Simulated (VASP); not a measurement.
# BAs (m.Ae) in VASP: single point with PBE

Aim: the single point of BAs (m.Ae) with PBE.

All numbers are computed with VASP 6.6.1; they aren't measurements. Logs are shortened: lines on timing, memory, paths and dates and some standing lists are left out, and cuts for length are marked.

## Step 1: The cell of the first run

The cell holds a sheet with vacuum, 2 atoms: a = 3.375 Å, b = 3.375 Å, c = 16.000 Å, α = 90.00°, β = 90.00°, γ = 120.00°.

## Step 2: Single point, PBE

Contents of INCAR:

```
SYSTEM = BAs
PREC = Accurate ; ENCUT = 420
EDIFF = 1E-6 ; ISMEAR = 0
SIGMA = 0.03 ; LREAL = .FALSE.
LASPH = .TRUE. ; NELM = 120
ALGO = Normal ; ISIF = 2
LWAVE = .FALSE. ; LCHARG = .TRUE.
LDIPOL = .TRUE. ; IDIPOL = 3
DIPOL = 0.5 0.5 0.500 ; GGA = PE
LELF = .TRUE. ; LVHAR = .TRUE.
LVACPOTAV = .TRUE. ; NBANDS = 11
GGA_COMPAT = .FALSE. ; NELMDL = -8
```

Contents of KPOINTS:

```
Automatic mesh
0
G
  12 12 1
  0 0 0
```

Contents of POSCAR:

```
BAs
1.0
    3.3751406870      0.0000000000      0.0000000000
   -1.6875703435      2.9229575763      0.0000000000
    0.0000000000      0.0000000000     16.0000000000
B As
1 1
Direct
    0.3333333333      0.6666666667      0.5000000000
    0.6666666667      0.3333333333      0.5000000000
```

Potentials or basis: VASP PAW PBE potentials, release 64 (B, As).

Run with:

```
$ cat potpaw_PBE.64/B/POTCAR potpaw_PBE.64/As/POTCAR > POTCAR
$ mpirun -np 1 vasp_std > vasp.out
```

OUTCAR:

```text
SYSTEM = BAs
   PREC = Accurate
   ENCUT = 420
   EDIFF = 1E-6
   ISMEAR = 0
   LREAL = .FALSE.
   LASPH = .TRUE.
   NELM = 120
   ISIF = 2
   GGA = PE
   NELMDL = -8

 ion  position               nearest neighbor table
   1  0.333  0.667  0.500-   2 1.95   2 1.95   2 1.95
   2  0.667  0.333  0.500-   1 1.95   1 1.95   1 1.95

  LATTYP: Found a hexagonal cell.
 ALAT       =     3.3751406870
 C/A-ratio  =     4.7405431310

  Lattice vectors:

 A1 = (   3.3751406870,   0.0000000000,   0.0000000000)
 A2 = (  -1.6875703435,   2.9229575763,   0.0000000000)
 A3 = (   0.0000000000,   0.0000000000,  16.0000000000)

Analysis of symmetry for initial positions (statically):
=====================================================================
 Subroutine PRICEL returns:
 Original cell was already a primitive cell.

 Routine SETGRP: Setting up the symmetry group for a
 hexagonal supercell.

 Subroutine GETGRP returns: Found 12 space group operations
 (whereof 12 operations were pure point group operations)
 out of a pool of 24 trial point group operations.

The static configuration has the point symmetry D_3h.

Analysis of symmetry for dynamics (positions and initial velocities):
=====================================================================
 Subroutine PRICEL returns:
 Original cell was already a primitive cell.

 Routine SETGRP: Setting up the symmetry group for a
 hexagonal supercell.

 Subroutine GETGRP returns: Found 12 space group operations
 (whereof 12 operations were pure point group operations)
 out of a pool of 24 trial point group operations.

The dynamic configuration has the point symmetry D_3h.

 Subroutine INISYM returns: Found 12 space group operations
 (whereof 12 operations are pure point group operations),
 and found     1 'primitive' translations

----------------------------------------------------------------------------------------

                                     Primitive cell

  volume of cell :     157.8463

  direct lattice vectors                    reciprocal lattice vectors
     3.375140687  0.000000000  0.000000000     0.296283946  0.171059616  0.000000000
    -1.687570344  2.922957576  0.000000000     0.000000000  0.342119232  0.000000000
     0.000000000  0.000000000 16.000000000     0.000000000  0.000000000  0.062500000

  length of vectors
     3.375140687  3.375140687 16.000000000     0.342119232  0.342119232  0.062500000

  position of ions in fractional coordinates (direct lattice)
     0.333333333  0.666666667  0.500000000
     0.666666667  0.333333333  0.500000000

  ion indices of the primitive-cell ions
   primitive index   ion index
                 1           1
                 2           2

----------------------------------------------------------------------------------------

 KPOINTS: Automatic mesh

Automatic generation of k-mesh.
 Grid dimensions read from file:
 generate k-points for:   12   12    1

 Generating k-lattice:

  Cartesian coordinates                     Fractional coordinates (reciprocal lattice)
     0.024690329  0.014254968  0.000000000     0.083333333  0.000000000  0.000000000
     0.000000000  0.028509936  0.000000000     0.000000000  0.083333333  0.000000000
     0.000000000  0.000000000  0.062500000     0.000000000  0.000000000  1.000000000

  Length of vectors
     0.028509936  0.028509936  0.062500000

  Shift w.r.t. Gamma in fractional coordinates (k-lattice)
     0.000000000  0.000000000  0.000000000

 Subroutine IBZKPT returns following result:
 ===========================================

 Found     19 irreducible k-points:

 Following reciprocal coordinates:
            Coordinates               Weight
  0.000000  0.000000  0.000000      1.000000
  0.083333  0.000000  0.000000      6.000000
  0.166667  0.000000  0.000000      6.000000
  0.250000  0.000000  0.000000      6.000000
  0.333333  0.000000  0.000000      6.000000
  0.416667  0.000000  0.000000      6.000000
[... 11 lines left out ...]
  0.333333  0.250000  0.000000     12.000000
  0.333333  0.333333  0.000000      2.000000
   k-points           NKPTS =     19   k-points in BZ     NKDIM =     19   number of bands    NBANDS=     11
   number of dos      NEDOS =    301   number of ions     NIONS =      2
   total plane-waves  NPLWV =  62208
   dimension x,y,z NGX =    24 NGY =   24 NGZ =  108
   dimension x,y,z NGXF=    48 NGYF=   48 NGZF=  216
   ions per type =               1   1
   NGX,Y,Z   is equivalent  to a cutoff of  11.82, 11.82, 11.22 a.u.
   NGXF,Y,Z  is equivalent  to a cutoff of  23.64, 23.64, 22.44 a.u.
 SYSTEM =  BAs
   PREC   = accura    normal or accurate (medium, high low for compatibility)
   ISTART =      0    job   : 0-new  1-cont  2-samecut
   ICHARG =      2    charge: 1-file 2-atom 10-const
   ISPIN  =      1    spin polarized calculation?
   LNONCOLLINEAR =      F non collinear calculations
   LSORBIT =      F    spin-orbit coupling
   LASPH  =      T    aspherical Exc in radial PAW
   ENCUT  =  420.0 eV  30.87 Ry    5.56 a.u.   5.64  5.64 26.74*2*pi/ulx,y,z
   NELM   =    120;   NELMIN=  2; NELMDL= -8     # of ELM steps
   EDIFF  = 0.1E-05   stopping-criterion for ELM
   LREAL  =      F    real-space projection
   EDIFFG = 0.1E-04   stopping-criterion for IOM
   NSW    =      0    number of steps for IOM
   IBRION =     -1    ionic relax: 0-MD 1-quasi-New 2-CG
   NFREE  =      0    steps in history (QN), initial steepest desc. (CG)
   ISIF   =      2    stress and relaxation
   ISYM   =      2    0-nonsym 1-usesym 2-fastsym
   POTIM  = 0.5000    time-step for ionic-motion
   TEBEG  =    0.0;   TEEND  =   0.0 temperature during run
   PSTRESS=    0.0 pullay stress
   NELECT =       8.0000    total number of electrons
   NUPDOWN=      -1.0000    fix difference up-down
   EMIN   =  10.00;   EMAX   =-10.00  energy-range for DOS
   EFERMI =   0.00;   METHOD = LEGACY
   ISMEAR =     0;   SIGMA  =   0.03  broadening in eV -4-tet -1-fermi 0-gaus
   EFERMI_NEDOS =   21; number of points for ismear=-14 and -15
   IALGO  =     38    algorithm
   IMIX   =      4    mixing-type and parameters
     AMIX     =   0.40;   BMIX     =  1.00
     AMIX_MAG =   1.60;   BMIX_MAG =  1.00
  volume/ion in A,a.u.               =      78.92       532.60
  Fermi-wavevector in a.u.,A,eV,Ry     =   0.605843  1.144877  4.993959  0.367046
  Thomas-Fermi vector in A             =   1.659717
   LORBIT       =      0    0 simple, 1 ext, 2 COOP (PROOUT), +10 PAW based schemes
   GGA     = PE    functional components
   LHFCALC =     F    Hartree Fock is set to
   AEXX    =    0.0000 exact exchange contribution
   IVDW    =     0    specifies the selected vdW correction
   LEPSILON=     F    determine dielectric tensor
   LRPA    =     F    only Hartree local field effects (RPA)
 non-spin polarized calculation
 Gauss-broadening in eV      SIGMA  =   0.03
  energy-cutoff  :      420.00
  volume of cell :      157.85
 maximum number of plane-waves:      3137
 NGX is ok and might be reduce to    24
   NGX = 11   NGY = 11   NGZ = 53

 dipolmoment           0.000000      0.000000     -0.000000 electrons x Angstroem

 number of electron       7.9999999 magnetization

 dipolmoment           0.000000      0.000000      0.000000 electrons x Angstroem

 Free energy of the ion-electron system (eV)
  ---------------------------------------------------
  ext. energy  EPLUGINS =         0.00000000
  ---------------------------------------------------
  free energy    TOTEN  =       -10.64090670 eV

  energy without entropy =      -10.64090670  energy(sigma->0) =      -10.64090670

 E-fermi :  -2.8952     XC(G=0):  -2.6862

 val. band max:       -3.0462542964   @ k =   0.3333   0.3333   0.0000
 cond. band min:      -2.3030067595   @ k =   0.3333   0.3333   0.0000
 fundamental gap:      0.7432475369
 Fermi energy:        -2.8951841340

 k-point     1 :       0.0000    0.0000    0.0000
  band No.  band energies     occupation
      1     -16.9045      2.00000
      2      -7.0039      2.00000
      3      -4.5696      2.00000
      4      -4.5696      2.00000
      5       0.5523      0.00000
      6       0.8392      0.00000
      7       1.6717      0.00000
      8       1.7930      0.00000
      9       1.7930      0.00000
     10       2.1720      0.00000
     11       3.8580      0.00000

 k-point     2 :       0.0833    0.0000    0.0000
  band No.  band energies     occupation
      1     -16.8077      2.00000
      2      -6.8944      2.00000
      3      -5.2042      2.00000
      4      -4.7817      2.00000
      5       0.6755      0.00000
      6       0.9673      0.00000
      7       1.7885      0.00000
      8       2.0742      0.00000
      9       2.2162      0.00000
     10       2.3036      0.00000
     11       3.8529      0.00000

 k-point     3 :       0.1667    0.0000    0.0000
  band No.  band energies     occupation
      1     -16.5207      2.00000
      2      -6.5864      2.00000
      3      -6.5690      2.00000
      4      -5.2729      2.00000
      5       0.6417      0.00000
      6       1.0603      0.00000
      7       2.1257      0.00000
      8       2.6429      0.00000
      9       3.0786      0.00000
     10       3.2959      0.00000
     11       3.3351      0.00000

 k-point     4 :       0.2500    0.0000    0.0000
  band No.  band energies     occupation
      1     -16.0563      2.00000
      2      -8.1391      2.00000
      3      -6.0390      2.00000
      4      -5.8128      2.00000
      5       0.1925      0.00000
      6       1.6405      0.00000
      7       1.6653      0.00000
      8       2.7781      0.00000
      9       3.2511      0.00000
     10       4.7339      0.00000
     11       5.0090      0.00000

 k-point     5 :       0.3333    0.0000    0.0000
  band No.  band energies     occupation
      1     -15.4505      2.00000
      2      -9.6019      2.00000
      3      -6.2602      2.00000
      4      -5.3343      2.00000
      5      -0.1929      0.00000
      6       0.2603      0.00000
      7       2.4547      0.00000
      8       3.5760      0.00000
      9       4.0954      0.00000
     10       5.7442      0.00000
     11       5.8487      0.00000
[... 141 lines left out ...]
 k-point    16 :       0.4167    0.1667    0.0000
  band No.  band energies     occupation
      1     -14.2817      2.00000
      2     -11.1177      2.00000
      3      -7.9426      2.00000
      4      -3.7682      2.00000
      5      -1.7394      0.00000
      6       1.4200      0.00000
      7       4.2990      0.00000
      8       4.6752      0.00000
      9       5.3489      0.00000
     10       6.3327      0.00000
     11       6.6954      0.00000

 k-point    17 :       0.2500    0.2500    0.0000
  band No.  band energies     occupation
      1     -14.6224      2.00000
      2     -10.3692      2.00000
      3      -8.2482      2.00000
      4      -4.2858      2.00000
      5      -0.9783      0.00000
      6       2.6678      0.00000
      7       3.7174      0.00000
      8       3.9616      0.00000
      9       4.4282      0.00000
     10       5.3152      0.00000
     11       5.4450      0.00000

 k-point    18 :       0.3333    0.2500    0.0000
  band No.  band energies     occupation
      1     -14.1624      2.00000
      2     -10.9045      2.00000
      3      -8.6946      2.00000
      4      -3.5423      2.00000
      5      -1.8288      0.00000
      6       2.9225      0.00000
      7       3.6436      0.00000
      8       4.7123      0.00000
      9       5.5170      0.00000
     10       6.3057      0.00000
     11       6.6317      0.00000

 k-point    19 :       0.3333    0.3333    0.0000
  band No.  band energies     occupation
      1     -13.9787      2.00000
      2     -10.9628      2.00000
      3      -9.0666      2.00000
      4      -3.0463      2.00000
      5      -2.3030      0.00000
      6       3.3498      0.00000
      7       3.5904      0.00000
      8       5.4286      0.00000
      9       6.1164      0.00000
     10       6.4729      0.00000
     11       6.9023      0.00000

------------------------ aborting loop because EDIFF is reached ----------------------------------------

  FORCE on cell =-STRESS in cart. coord.  units (eV):
  Direction    XX          YY          ZZ          XY          YZ          ZX
  --------------------------------------------------------------------------------------
  -------------------------------------------------------------------------------------
  Total        0.4663486      0.4663486     -0.0057918     -0.0000000      0.0000000      0.0000000
  in kB        4.7335489      4.7335489     -0.0587877     -0.0000000      0.0000000      0.0000000
  external PRESSURE =       3.1361033 kB  Pullay stress =       0.0000000 kB

 VOLUME and BASIS-vectors are now :
 -----------------------------------------------------------------------------
  energy-cutoff  :      420.00
  volume of cell :      157.85
      direct lattice vectors                 reciprocal lattice vectors
     3.375140687  0.000000000  0.000000000     0.296283946  0.171059616  0.000000000
    -1.687570344  2.922957576  0.000000000     0.000000000  0.342119232  0.000000000
     0.000000000  0.000000000 16.000000000     0.000000000  0.000000000  0.062500000

 POSITION                                       TOTAL-FORCE (eV/Angst)
 -----------------------------------------------------------------------------------
     -0.00000      1.94864      8.00000         0.000000      0.000000      0.000000
      1.68757      0.97432      8.00000        -0.000000      0.000000      0.000000
 -----------------------------------------------------------------------------------
    total drift:                                0.000000     -0.000000      0.000000

  FREE ENERGIE OF THE ION-ELECTRON SYSTEM (eV)
  ---------------------------------------------------
  free  energy   TOTEN  =       -10.6409066962 eV

  energy  without entropy=      -10.6409066962  energy(sigma->0) =      -10.64090670

 vacuum level on the upper side and lower side of the slab         1.842         1.842
```

Wall time 46 s (1 thread of AMD EPYC 9R45 (Zen 5), shared host); peak memory 0.2 GiB.

Results:

| Item | Value |
| --- | --- |
| Free energy | -10.6409 eV |
| Band gap on the k mesh | 0.74 eV, direct |
